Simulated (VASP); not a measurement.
# MoPt (P-6m2) in VASP: single point with LDA

Aim: the single point of MoPt with LDA.

All numbers are computed with VASP 6.6.1; they aren't measurements. Logs are shortened: lines on timing, memory, paths and dates and some standing lists are left out, and cuts for length are marked.

**1. The cell of the first run**

The structure is hexagonal, space group P-6m2 (No. 187). The conventional cell has a = 2.821 Å, b = 2.821 Å, c = 4.527 Å, α = 90.00°, β = 90.00°, γ = 120.00°. Mo (site symmetry -6m2) has 6 Pt at 2.79 Å and 6 Mo at 2.82 Å within 3.7 Å. Within 3.7 Å of Pt (site symmetry -6m2) lie 6 Mo at 2.79 Å and 6 Pt at 2.82 Å.

**2. Single point, LDA**

INCAR

```
ALGO     = Normal         # electronic algorithm
EDIFF    = 1E-6           # SCF threshold, eV
ENCUT    = 500            # plane-wave cutoff, eV
GGA_COMPAT= False        
ISIF     = 2              # what is computed and relaxed
ISMEAR   = 1              # smearing method
LASPH    = True           # aspherical terms in the spheres
LCHARG   = False          # write CHGCAR
LREAL    = False          # projectors in reciprocal space
LWAVE    = False          # write WAVECAR
NBANDS   = 19             # bands
NELM     = 120            # most SCF steps
PREC     = Accurate       # precision mode
SIGMA    = 0.1            # smearing width, eV
```

KPOINTS

```
k-points
0
Gamma
  7 7 4
```

POSCAR

```
MoPt
1.0
    2.8214750000      0.0000000000      0.0000000000
   -1.4107375000      2.4434690261      0.0000000000
    0.0000000000      0.0000000000      4.5270880000
Mo Pt
1 1
Direct
    0.6666666667      0.3333333333      0.0000000000
    0.3333333333      0.6666666667      0.5000000000
```

Potentials or basis: VASP PAW LDA potentials, release 64 (Mo_sv, Pt).

Run with:

```console
$ cat potpaw_LDA.64/Mo_sv/POTCAR potpaw_LDA.64/Pt/POTCAR > POTCAR
$ mpirun -np 1 vasp_std > vasp.out
```

OUTCAR:

```text
EDIFF = 1E-6
   ENCUT = 500
   ISIF = 2
   ISMEAR = 1
   LASPH = True
   LREAL = False
   NELM = 120
   PREC = Accurate

 ion  position               nearest neighbor table
   1  0.667  0.333  0.000-   2 2.79   2 2.79   2 2.79   2 2.79   2 2.79   2 2.79
   2  0.333  0.667  0.500-   1 2.79   1 2.79   1 2.79   1 2.79   1 2.79   1 2.79

  LATTYP: Found a hexagonal cell.
 ALAT       =     2.8214750000
 C/A-ratio  =     1.6045111156

  Lattice vectors:

 A1 = (   2.8214750000,   0.0000000000,   0.0000000000)
 A2 = (  -1.4107375000,   2.4434690261,   0.0000000000)
 A3 = (   0.0000000000,   0.0000000000,   4.5270880000)

Analysis of symmetry for initial positions (statically):
=====================================================================
 Subroutine PRICEL returns:
 Original cell was already a primitive cell.

 Routine SETGRP: Setting up the symmetry group for a
 hexagonal supercell.

 Subroutine GETGRP returns: Found 12 space group operations
 (whereof 12 operations were pure point group operations)
 out of a pool of 24 trial point group operations.

The static configuration has the point symmetry D_3h.

Analysis of symmetry for dynamics (positions and initial velocities):
=====================================================================
 Subroutine PRICEL returns:
 Original cell was already a primitive cell.

 Routine SETGRP: Setting up the symmetry group for a
 hexagonal supercell.

 Subroutine GETGRP returns: Found 12 space group operations
 (whereof 12 operations were pure point group operations)
 out of a pool of 24 trial point group operations.

The dynamic configuration has the point symmetry D_3h.

 Subroutine INISYM returns: Found 12 space group operations
 (whereof 12 operations are pure point group operations),
 and found     1 'primitive' translations

----------------------------------------------------------------------------------------

                                     Primitive cell

  volume of cell :      31.2106

  direct lattice vectors                    reciprocal lattice vectors
     2.821475000  0.000000000  0.000000000     0.354424547  0.204627108  0.000000000
    -1.410737500  2.443469026  0.000000000     0.000000000  0.409254216  0.000000000
     0.000000000  0.000000000  4.527088000     0.000000000  0.000000000  0.220892547

  length of vectors
     2.821475000  2.821475000  4.527088000     0.409254216  0.409254216  0.220892547

  position of ions in fractional coordinates (direct lattice)
     0.666666667  0.333333333  0.000000000
     0.333333333  0.666666667  0.500000000

  ion indices of the primitive-cell ions
   primitive index   ion index
                 1           1
                 2           2

----------------------------------------------------------------------------------------

 KPOINTS: k-points

Automatic generation of k-mesh.
 Grid dimensions read from file:
 generate k-points for:    7    7    4

 Generating k-lattice:

  Cartesian coordinates                     Fractional coordinates (reciprocal lattice)
     0.050632078  0.029232444  0.000000000     0.142857143  0.000000000  0.000000000
     0.000000000  0.058464888  0.000000000     0.000000000  0.142857143  0.000000000
     0.000000000  0.000000000  0.055223137     0.000000000  0.000000000  0.250000000

  Length of vectors
     0.058464888  0.058464888  0.055223137

  Shift w.r.t. Gamma in fractional coordinates (k-lattice)
     0.000000000  0.000000000  0.000000000

 Subroutine IBZKPT returns following result:
 ===========================================

 Found     24 irreducible k-points:

 Following reciprocal coordinates:
            Coordinates               Weight
  0.000000  0.000000  0.000000      1.000000
  0.142857 -0.000000  0.000000      6.000000
  0.285714 -0.000000  0.000000      6.000000
  0.428571  0.000000  0.000000      6.000000
  0.142857  0.142857  0.000000      6.000000
  0.285714  0.142857  0.000000     12.000000
[... 16 lines left out ...]
  0.428571  0.142857  0.500000      6.000000
  0.285714  0.285714  0.500000      6.000000
   k-points           NKPTS =     24   k-points in BZ     NKDIM =     24   number of bands    NBANDS=     19
   number of dos      NEDOS =    301   number of ions     NIONS =      2
   total plane-waves  NPLWV =  20736
   dimension x,y,z NGX =    24 NGY =   24 NGZ =   36
   dimension x,y,z NGXF=    48 NGYF=   48 NGZF=   72
   ions per type =               1   1
   NGX,Y,Z   is equivalent  to a cutoff of  14.14, 14.14, 13.22 a.u.
   NGXF,Y,Z  is equivalent  to a cutoff of  28.28, 28.28, 26.44 a.u.
 SYSTEM =  unknown system
   PREC   = accura    normal or accurate (medium, high low for compatibility)
   ISTART =      0    job   : 0-new  1-cont  2-samecut
   ICHARG =      2    charge: 1-file 2-atom 10-const
   ISPIN  =      1    spin polarized calculation?
   LNONCOLLINEAR =      F non collinear calculations
   LSORBIT =      F    spin-orbit coupling
   LASPH  =      T    aspherical Exc in radial PAW
   ENCUT  =  500.0 eV  36.75 Ry    6.06 a.u.   5.14  5.14  8.25*2*pi/ulx,y,z
   NELM   =    120;   NELMIN=  2; NELMDL= -5     # of ELM steps
   EDIFF  = 0.1E-05   stopping-criterion for ELM
   LREAL  =      F    real-space projection
   EDIFFG = 0.1E-04   stopping-criterion for IOM
   NSW    =      0    number of steps for IOM
   IBRION =     -1    ionic relax: 0-MD 1-quasi-New 2-CG
   NFREE  =      0    steps in history (QN), initial steepest desc. (CG)
   ISIF   =      2    stress and relaxation
   ISYM   =      2    0-nonsym 1-usesym 2-fastsym
   POTIM  = 0.5000    time-step for ionic-motion
   TEBEG  =    0.0;   TEEND  =   0.0 temperature during run
   PSTRESS=    0.0 pullay stress
   NELECT =      24.0000    total number of electrons
   NUPDOWN=      -1.0000    fix difference up-down
   EMIN   =  10.00;   EMAX   =-10.00  energy-range for DOS
   EFERMI =   0.00;   METHOD = LEGACY
   ISMEAR =     1;   SIGMA  =   0.10  broadening in eV -4-tet -1-fermi 0-gaus
   EFERMI_NEDOS =   21; number of points for ismear=-14 and -15
   IALGO  =     38    algorithm
   IMIX   =      4    mixing-type and parameters
     AMIX     =   0.40;   BMIX     =  1.00
     AMIX_MAG =   1.60;   BMIX_MAG =  1.00
  volume/ion in A,a.u.               =      15.61       105.31
  Fermi-wavevector in a.u.,A,eV,Ry     =   1.499839  2.834284 30.606529  2.249516
  Thomas-Fermi vector in A             =   2.611417
   LORBIT       =      0    0 simple, 1 ext, 2 COOP (PROOUT), +10 PAW based schemes
   GGA     = CA    functional components
   LHFCALC =     F    Hartree Fock is set to
   AEXX    =    0.0000 exact exchange contribution
   IVDW    =     0    specifies the selected vdW correction
   LEPSILON=     F    determine dielectric tensor
   LRPA    =     F    only Hartree local field effects (RPA)
 non-spin polarized calculation
 Methfessel and Paxton  Order N= 1 SIGMA  =   0.10
  energy-cutoff  :      500.00
  volume of cell :       31.21
 maximum number of plane-waves:       808
 NGX is ok and might be reduce to    24
   NGX = 11   NGY = 11   NGZ = 17

 number of electron      24.0000004 magnetization

 Free energy of the ion-electron system (eV)
  ---------------------------------------------------
  ext. energy  EPLUGINS =         0.00000000
  ---------------------------------------------------
  free energy    TOTEN  =       -19.94711521 eV

  energy without entropy =      -19.94844486  energy(sigma->0) =      -19.94755842

 E-fermi :  11.7488     XC(G=0): -13.5567

 val. band max:       11.6227408465   @ k =   0.1429  -0.0000   0.0000
 cond. band min:      11.7646317958   @ k =   0.0000   0.0000   0.5000
 fundamental gap:      0.1418909493
 Fermi energy:        11.7487677366

 k-point     1 :       0.0000    0.0000    0.0000
  band No.  band energies     occupation
      1     -49.1361      2.00000
      2     -23.5142      2.00000
      3     -22.7715      2.00000
      4     -22.7715      2.00000
      5       2.4989      2.00000
      6       5.3617      2.00000
[... 11 lines left out ...]
     18      25.2078      0.00000
     19      27.2993      0.00000

 k-point     2 :       0.1429   -0.0000    0.0000
  band No.  band energies     occupation
      1     -49.1070      2.00000
      2     -23.4868      2.00000
      3     -22.9732      2.00000
      4     -22.8173      2.00000
      5       3.1969      2.00000
      6       5.8143      2.00000
[... 11 lines left out ...]
     18      26.2750      0.00000
     19      28.0192      0.00000

 k-point     3 :       0.2857   -0.0000    0.0000
  band No.  band energies     occupation
      1     -49.0410      2.00000
      2     -23.4248      2.00000
      3     -23.4110      2.00000
      4     -22.9190      2.00000
      5       4.7290      2.00000
      6       6.1911      2.00000
[... 11 lines left out ...]
     18      22.8449      0.00000
     19      26.0816      0.00000

 k-point     4 :       0.4286    0.0000    0.0000
  band No.  band energies     occupation
      1     -48.9873      2.00000
      2     -23.7483      2.00000
      3     -23.3744      2.00000
      4     -22.9992      2.00000
      5       5.1106      2.00000
      6       6.0877      2.00000
[... 11 lines left out ...]
     18      21.5432      0.00000
     19      23.3629      0.00000

 k-point     5 :       0.1429    0.1429    0.0000
  band No.  band energies     occupation
      1     -49.0594      2.00000
      2     -23.4421      2.00000
      3     -23.2629      2.00000
      4     -22.9212      2.00000
      5       4.4196      2.00000
      6       6.4202      2.00000
[... 11 lines left out ...]
     18      24.8450      0.00000
     19      25.5859      0.00000

 k-point     6 :       0.2857    0.1429    0.0000
  band No.  band energies     occupation
      1     -48.9994      2.00000
      2     -23.5924      2.00000
      3     -23.3856      2.00000
      4     -23.0705      2.00000
      5       5.6702      2.00000
      6       6.4134      2.00000
[... 11 lines left out ...]
     18      21.2648      0.00000
     19      22.7361      0.00000

 k-point     7 :       0.4286    0.1429    0.0000
  band No.  band energies     occupation
      1     -48.9724      2.00000
      2     -23.7342      2.00000
      3     -23.3603      2.00000
      4     -23.1379      2.00000
      5       5.5986      2.00000
      6       6.0004      2.00000
[... 11 lines left out ...]
     18      21.7906      0.00000
     19      22.9476      0.00000

 k-point     8 :       0.2857    0.2857    0.0000
  band No.  band energies     occupation
      1     -48.9658      2.00000
      2     -23.5988      2.00000
      3     -23.3540      2.00000
      4     -23.3352      2.00000
      5       6.0603      2.00000
      6       6.5760      2.00000
[... 256 lines left out ...]
 k-point    20 :       0.4286    0.0000    0.5000
  band No.  band energies     occupation
      1     -48.9874      2.00000
      2     -23.7421      2.00000
      3     -23.3730      2.00000
      4     -23.0010      2.00000
      5       5.0607      2.00000
      6       5.5964      2.00000
[... 11 lines left out ...]
     18      22.8301      0.00000
     19      26.7372      0.00000

 k-point    21 :       0.1429    0.1429    0.5000
  band No.  band energies     occupation
      1     -49.0587      2.00000
      2     -23.4535      2.00000
      3     -23.2597      2.00000
      4     -22.9221      2.00000
      5       5.3172      2.00000
      6       6.4253      2.00000
[... 11 lines left out ...]
     18      26.2176      0.00000
     19      26.9565      0.00000

 k-point    22 :       0.2857    0.1429    0.5000
  band No.  band energies     occupation
      1     -48.9993      2.00000
      2     -23.5874      2.00000
      3     -23.3865      2.00000
      4     -23.0714      2.00000
      5       5.6819      2.00000
      6       5.9814      2.00000
[... 11 lines left out ...]
     18      24.3764      0.00000
     19      25.3693      0.00000

 k-point    23 :       0.4286    0.1429    0.5000
  band No.  band energies     occupation
      1     -48.9727      2.00000
      2     -23.7286      2.00000
      3     -23.3565      2.00000
      4     -23.1387      2.00000
      5       5.5251      2.00000
      6       5.7992      2.00000
[... 11 lines left out ...]
     18      22.2090      0.00000
     19      24.4579      0.00000

 k-point    24 :       0.2857    0.2857    0.5000
  band No.  band energies     occupation
      1     -48.9661      2.00000
      2     -23.5947      2.00000
      3     -23.3493      2.00000
      4     -23.3343      2.00000
      5       6.2688      2.00000
      6       6.3760      2.00000
[... 11 lines left out ...]
     18      21.7646      0.00000
     19      22.8171      0.00000

------------------------ aborting loop because EDIFF is reached ----------------------------------------

  FORCE on cell =-STRESS in cart. coord.  units (eV):
  Direction    XX          YY          ZZ          XY          YZ          ZX
  --------------------------------------------------------------------------------------
  -------------------------------------------------------------------------------------
  Total       -2.6703291     -2.6703291     -3.3068774      0.0000000     -0.0000000      0.0000000
  in kB     -137.0797756   -137.0797756   -169.7566128      0.0000000     -0.0000000      0.0000000
  external PRESSURE =    -147.9720547 kB  Pullay stress =       0.0000000 kB

 VOLUME and BASIS-vectors are now :
 -----------------------------------------------------------------------------
  energy-cutoff  :      500.00
  volume of cell :       31.21
      direct lattice vectors                 reciprocal lattice vectors
     2.821475000  0.000000000  0.000000000     0.354424547  0.204627108  0.000000000
    -1.410737500  2.443469026  0.000000000     0.000000000  0.409254216  0.000000000
     0.000000000  0.000000000  4.527088000     0.000000000  0.000000000  0.220892547

 POSITION                                       TOTAL-FORCE (eV/Angst)
 -----------------------------------------------------------------------------------
      1.41074      0.81449      0.00000        -0.000000     -0.000000      0.000000
     -0.00000      1.62898      2.26354         0.000000      0.000000      0.000000
 -----------------------------------------------------------------------------------
    total drift:                               -0.000000      0.000000      0.000000

  FREE ENERGIE OF THE ION-ELECTRON SYSTEM (eV)
  ---------------------------------------------------
  free  energy   TOTEN  =       -19.9471152076 eV

  energy  without entropy=      -19.9484448554  energy(sigma->0) =      -19.94755842
```

Wall time 10 s (1 thread of Intel Xeon Platinum 8259CL at 2.50GHz (Skylake/Cascade Lake), shared host); peak memory 0.15 GiB.

What came out:

* Free energy: -19.9471 eV
* Pressure: -14.8 GPa
* Band gap on the k mesh: zero (bands 12 and 13 overlap by 1.70 eV)

Stress tensor (GPa, compression positive):
```
-13.71   0.00   0.00
  0.00 -13.71   0.00
  0.00   0.00 -16.98
```

Levels at points of the mesh, in eV from the Fermi level:
```
           k point  band 10  band 11  band 12  band 13  band 14  band 15
(0.00, 0.00, 0.00)    -2.42    -2.42    -0.75    -0.75     0.30     2.02
(0.00, 0.00, 0.50)    -2.71    -2.71    -2.12     0.02     0.02     1.93
```

Caveat: the k points lie up to 0.37 Å⁻¹ apart, too coarse for converged energies and pressures of a metal; spin-orbit coupling is left out, which moves the levels of the heavy elements.
